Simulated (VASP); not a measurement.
# Ir3Rh (Pm-3m) in VASP: single point with LDA

Aim: the single point of Ir3Rh with LDA.

Program: VASP 6.6.1. These are calculated values, not measurements. Logs are shortened: lines on timing, memory, paths and dates and some standing lists are left out, and cuts for length are marked.

### Step 1. The cell of the first run

The structure is cubic, space group Pm-3m (No. 221). Conventional cell: a = 3.795 Å, b = 3.795 Å, c = 3.795 Å, α = 90.00°, β = 90.00°, γ = 90.00°. Within 3.5 Å of Ir (site symmetry 4/mmm) lie 8 Ir at 2.68 Å and 4 Rh at 2.68 Å. Rh (site symmetry m-3m) has 12 Ir at 2.68 Å within 3.5 Å.

### Step 2. Single point, LDA

The input, INCAR:

```
SYSTEM = Ir3Rh
PREC     = Accurate       ! precision mode
ENCUT    = 620            ! plane-wave cutoff, eV
EDIFF    = 1E-6           ! SCF threshold, eV
ISMEAR   = -1             ! smearing method
SIGMA    = 0.05           ! smearing width, eV
LREAL    = .False.        ! projectors in reciprocal space
LASPH    = .True.         ! aspherical terms in the spheres
NELM     = 120            ! most SCF steps
ALGO     = Normal         ! electronic algorithm
ISIF     = 2              ! what is computed and relaxed
LWAVE    = .False.        ! write WAVECAR
LCHARG   = .False.        ! write CHGCAR
GGA      = CA             ! functional
NBANDS   = 42             ! bands
GGA_COMPAT= .False.
```

The input, KPOINTS:

```
regular mesh
0
Gamma
  6 6 6
  0 0 0
```

The input, POSCAR:

```
Ir3Rh
1.0
    3.7953048524      0.0000000000      0.0000000000
    0.0000000000      3.7953048524      0.0000000000
    0.0000000000      0.0000000000      3.7953048524
Ir Rh
3 1
Direct
    0.5000000000      0.0000000000      0.5000000000
    0.0000000000      0.5000000000      0.5000000000
    0.5000000000      0.5000000000      0.0000000000
    0.0000000000      0.0000000000      0.0000000000
```

Potentials or basis: VASP PAW LDA potentials, release 64 (Ir_sv_GW, Rh_sv_GW).

Started as:

```
$ cat potpaw_LDA.64/Ir_sv_GW/POTCAR potpaw_LDA.64/Rh_sv_GW/POTCAR > POTCAR
$ mpirun -np 1 vasp_std > vasp.out
```

OUTCAR:

```text
SYSTEM = Ir3Rh
   PREC = Accurate
   ENCUT = 620
   EDIFF = 1E-6
   ISMEAR = -1
   LREAL = .False.
   LASPH = .True.
   NELM = 120
   ISIF = 2
   GGA = CA

 ion  position               nearest neighbor table
   1  0.500  0.000  0.500-   2 2.68   3 2.68   4 2.68   3 2.68   4 2.68   2 2.68   3 2.68   3 2.68
                             2 2.68   4 2.68   4 2.68   2 2.68
   2  0.000  0.500  0.500-   1 2.68   3 2.68   4 2.68   3 2.68   4 2.68   1 2.68   4 2.68   4 2.68
                             1 2.68   3 2.68   3 2.68   1 2.68
   3  0.500  0.500  0.000-   1 2.68   2 2.68   4 2.68   1 2.68   2 2.68   1 2.68   4 2.68   1 2.68
                             2 2.68   4 2.68   2 2.68   4 2.68
   4  0.000  0.000  0.000-   1 2.68   2 2.68   3 2.68   1 2.68   2 2.68   2 2.68   3 2.68   2 2.68
                             1 2.68   3 2.68   1 2.68   3 2.68

  LATTYP: Found a simple cubic cell.
 ALAT       =     3.7953048524

  Lattice vectors:

 A1 = (   3.7953048524,   0.0000000000,   0.0000000000)
 A2 = (   0.0000000000,   3.7953048524,   0.0000000000)
 A3 = (   0.0000000000,   0.0000000000,   3.7953048524)

Analysis of symmetry for initial positions (statically):
=====================================================================
 Subroutine PRICEL returns:
 Original cell was already a primitive cell.

 Routine SETGRP: Setting up the symmetry group for a
 simple cubic supercell.

 Subroutine GETGRP returns: Found 48 space group operations
 (whereof 48 operations were pure point group operations)
 out of a pool of 48 trial point group operations.

The static configuration has the point symmetry O_h .

Analysis of symmetry for dynamics (positions and initial velocities):
=====================================================================
 Subroutine PRICEL returns:
 Original cell was already a primitive cell.

 Routine SETGRP: Setting up the symmetry group for a
 simple cubic supercell.

 Subroutine GETGRP returns: Found 48 space group operations
 (whereof 48 operations were pure point group operations)
 out of a pool of 48 trial point group operations.

The dynamic configuration has the point symmetry O_h .

 Subroutine INISYM returns: Found 48 space group operations
 (whereof 48 operations are pure point group operations),
 and found     1 'primitive' translations

----------------------------------------------------------------------------------------

                                     Primitive cell

  volume of cell :      54.6689

  direct lattice vectors                    reciprocal lattice vectors
     3.795304852  0.000000000  0.000000000     0.263483446  0.000000000  0.000000000
     0.000000000  3.795304852  0.000000000     0.000000000  0.263483446  0.000000000
     0.000000000  0.000000000  3.795304852     0.000000000  0.000000000  0.263483446

  length of vectors
     3.795304852  3.795304852  3.795304852     0.263483446  0.263483446  0.263483446

  position of ions in fractional coordinates (direct lattice)
     0.500000000  0.000000000  0.500000000
     0.000000000  0.500000000  0.500000000
     0.500000000  0.500000000  0.000000000
     0.000000000  0.000000000  0.000000000

  ion indices of the primitive-cell ions
   primitive index   ion index
                 1           1
                 2           2
                 3           3
                 4           4

----------------------------------------------------------------------------------------

 KPOINTS: regular mesh

Automatic generation of k-mesh.
 Grid dimensions read from file:
 generate k-points for:    6    6    6

 Generating k-lattice:

  Cartesian coordinates                     Fractional coordinates (reciprocal lattice)
     0.043913908  0.000000000  0.000000000     0.166666667  0.000000000  0.000000000
     0.000000000  0.043913908  0.000000000     0.000000000  0.166666667  0.000000000
     0.000000000  0.000000000  0.043913908     0.000000000  0.000000000  0.166666667

  Length of vectors
     0.043913908  0.043913908  0.043913908

  Shift w.r.t. Gamma in fractional coordinates (k-lattice)
     0.000000000  0.000000000  0.000000000

 Subroutine IBZKPT returns following result:
 ===========================================

 Found     20 irreducible k-points:

 Following reciprocal coordinates:
            Coordinates               Weight
  0.000000  0.000000  0.000000      1.000000
  0.166667  0.000000  0.000000      6.000000
  0.333333  0.000000  0.000000      6.000000
  0.500000  0.000000  0.000000      3.000000
  0.166667  0.166667  0.000000     12.000000
  0.333333  0.166667  0.000000     24.000000
[... 12 lines left out ...]
  0.500000  0.500000  0.333333      6.000000
  0.500000  0.500000  0.500000      1.000000
   k-points           NKPTS =     20   k-points in BZ     NKDIM =     20   number of bands    NBANDS=     42
   number of dos      NEDOS =    301   number of ions     NIONS =      4
   total plane-waves  NPLWV =  32768
   dimension x,y,z NGX =    32 NGY =   32 NGZ =   32
   dimension x,y,z NGXF=    64 NGYF=   64 NGZF=   64
   ions per type =               3   1
   NGX,Y,Z   is equivalent  to a cutoff of  14.02, 14.02, 14.02 a.u.
   NGXF,Y,Z  is equivalent  to a cutoff of  28.03, 28.03, 28.03 a.u.
 SYSTEM =  Ir3Rh
   PREC   = accura    normal or accurate (medium, high low for compatibility)
   ISTART =      0    job   : 0-new  1-cont  2-samecut
   ICHARG =      2    charge: 1-file 2-atom 10-const
   ISPIN  =      1    spin polarized calculation?
   LNONCOLLINEAR =      F non collinear calculations
   LSORBIT =      F    spin-orbit coupling
   LASPH  =      T    aspherical Exc in radial PAW
   ENCUT  =  620.0 eV  45.57 Ry    6.75 a.u.   7.71  7.71  7.71*2*pi/ulx,y,z
   NELM   =    120;   NELMIN=  2; NELMDL= -5     # of ELM steps
   EDIFF  = 0.1E-05   stopping-criterion for ELM
   LREAL  =      F    real-space projection
   EDIFFG = 0.1E-04   stopping-criterion for IOM
   NSW    =      0    number of steps for IOM
   IBRION =     -1    ionic relax: 0-MD 1-quasi-New 2-CG
   NFREE  =      0    steps in history (QN), initial steepest desc. (CG)
   ISIF   =      2    stress and relaxation
   ISYM   =      2    0-nonsym 1-usesym 2-fastsym
   POTIM  = 0.5000    time-step for ionic-motion
   TEBEG  =    0.0;   TEEND  =   0.0 temperature during run
   PSTRESS=    0.0 pullay stress
   NELECT =      68.0000    total number of electrons
   NUPDOWN=      -1.0000    fix difference up-down
   EMIN   =  10.00;   EMAX   =-10.00  energy-range for DOS
   EFERMI =   0.00;   METHOD = LEGACY
   ISMEAR =    -1;   SIGMA  =   0.05  broadening in eV -4-tet -1-fermi 0-gaus
   EFERMI_NEDOS =   21; number of points for ismear=-14 and -15
   IALGO  =     38    algorithm
   IMIX   =      4    mixing-type and parameters
     AMIX     =   0.40;   BMIX     =  1.00
     AMIX_MAG =   1.60;   BMIX_MAG =  1.00
  volume/ion in A,a.u.               =      13.67        92.23
  Fermi-wavevector in a.u.,A,eV,Ry     =   1.760615  3.327080 42.174880  3.099766
  Thomas-Fermi vector in A             =   2.829346
   LORBIT       =      0    0 simple, 1 ext, 2 COOP (PROOUT), +10 PAW based schemes
   GGA     = CA    functional components
   LHFCALC =     F    Hartree Fock is set to
   AEXX    =    0.0000 exact exchange contribution
   IVDW    =     0    specifies the selected vdW correction
   LEPSILON=     F    determine dielectric tensor
   LRPA    =     F    only Hartree local field effects (RPA)
 non-spin polarized calculation
  energy-cutoff  :      620.00
  volume of cell :       54.67
 maximum number of plane-waves:      1936
 NGX is ok and might be reduce to    32
   NGX = 15   NGY = 15   NGZ = 15

 number of electron      68.0000000 magnetization

 Free energy of the ion-electron system (eV)
  ---------------------------------------------------
  ext. energy  EPLUGINS =         0.00000000
  ---------------------------------------------------
  free energy    TOTEN  =       -40.68282235 eV

  energy without entropy =      -40.65540474  energy(sigma->0) =      -40.66911354

 E-fermi :  12.6761     XC(G=0): -14.8752

 val. band max:       12.6693071222   @ k =   0.3333   0.3333   0.0000
 cond. band min:      12.7022162191   @ k =   0.3333   0.3333   0.1667
 fundamental gap:      0.0329090968
 Fermi energy:        12.6761422415

 k-point     1 :       0.0000    0.0000    0.0000
  band No.  band energies     occupation
      1     -79.8235      2.00000
      2     -79.7433      2.00000
      3     -79.7433      2.00000
      4     -66.1472      2.00000
      5     -37.1773      2.00000
      6     -37.1773      2.00000
[... 34 lines left out ...]
     41      23.5387      0.00000
     42      24.2572      0.00000

 k-point     2 :       0.1667    0.0000    0.0000
  band No.  band energies     occupation
      1     -79.8183      2.00000
      2     -79.7480      2.00000
      3     -79.7434      2.00000
      4     -66.1472      2.00000
      5     -37.1527      2.00000
      6     -37.1527      2.00000
[... 34 lines left out ...]
     41      22.5635      0.00000
     42      23.1022      0.00000

 k-point     3 :       0.3333    0.0000    0.0000
  band No.  band energies     occupation
      1     -79.8059      2.00000
      2     -79.7602      2.00000
      3     -79.7435      2.00000
      4     -66.1472      2.00000
      5     -37.0929      2.00000
      6     -37.0929      2.00000
[... 34 lines left out ...]
     41      21.7036      0.00000
     42      22.3697      0.00000

 k-point     4 :       0.5000    0.0000    0.0000
  band No.  band energies     occupation
      1     -79.7961      2.00000
      2     -79.7700      2.00000
      3     -79.7437      2.00000
      4     -66.1473      2.00000
      5     -37.0525      2.00000
      6     -37.0525      2.00000
[... 664 lines left out ...]
     41      19.7665      0.00000
     42      20.4958      0.00000

 k-point    19 :       0.5000    0.5000    0.3333
  band No.  band energies     occupation
      1     -79.7696      2.00000
      2     -79.7696      2.00000
      3     -79.7696      2.00000
      4     -66.1469      2.00000
      5     -37.3297      2.00000
      6     -37.1141      2.00000
[... 34 lines left out ...]
     41      20.7147      0.00000
     42      20.7285      0.00000

 k-point    20 :       0.5000    0.5000    0.5000
  band No.  band energies     occupation
      1     -79.7695      2.00000
      2     -79.7695      2.00000
      3     -79.7695      2.00000
      4     -66.1467      2.00000
      5     -37.3742      2.00000
      6     -37.1229      2.00000
[... 34 lines left out ...]
     41      20.0809      0.00000
     42      20.0809      0.00000

------------------------ aborting loop because EDIFF is reached ----------------------------------------

  FORCE on cell =-STRESS in cart. coord.  units (eV):
  Direction    XX          YY          ZZ          XY          YZ          ZX
  --------------------------------------------------------------------------------------
  -------------------------------------------------------------------------------------
  Total        0.2119556      0.2119556      0.2119556      0.0000000      0.0000000     -0.0000000
  in kB        6.2117706      6.2117706      6.2117706      0.0000000      0.0000000     -0.0000000
  external PRESSURE =       6.2117706 kB  Pullay stress =       0.0000000 kB

 VOLUME and BASIS-vectors are now :
 -----------------------------------------------------------------------------
  energy-cutoff  :      620.00
  volume of cell :       54.67
      direct lattice vectors                 reciprocal lattice vectors
     3.795304852  0.000000000  0.000000000     0.263483446  0.000000000  0.000000000
     0.000000000  3.795304852  0.000000000     0.000000000  0.263483446  0.000000000
     0.000000000  0.000000000  3.795304852     0.000000000  0.000000000  0.263483446

 POSITION                                       TOTAL-FORCE (eV/Angst)
 -----------------------------------------------------------------------------------
      1.89765      0.00000      1.89765         0.000000      0.000000      0.000000
      0.00000      1.89765      1.89765         0.000000      0.000000      0.000000
      1.89765      1.89765      0.00000         0.000000      0.000000      0.000000
      0.00000      0.00000      0.00000         0.000000      0.000000      0.000000
 -----------------------------------------------------------------------------------
    total drift:                                0.000000     -0.000000     -0.000000

  FREE ENERGIE OF THE ION-ELECTRON SYSTEM (eV)
  ---------------------------------------------------
  free  energy   TOTEN  =       -40.6828223457 eV

  energy  without entropy=      -40.6554047355  energy(sigma->0) =      -40.66911354
```

Wall time 71 s (1 thread of Intel Xeon Platinum 8488C (Sapphire Rapids), shared host); peak memory 0.2 GiB.

Results:

```
Free energy            : -40.6828 eV
Pressure               : 0.6 GPa
Band gap on the k mesh : zero (bands 34 and 35 overlap by 2.44 eV)
```

Caveat: spin-orbit coupling is left out, which moves the levels of the heavy elements.

The gap in the log of VASP goes by the Fermi energy; the results here count the filled bands.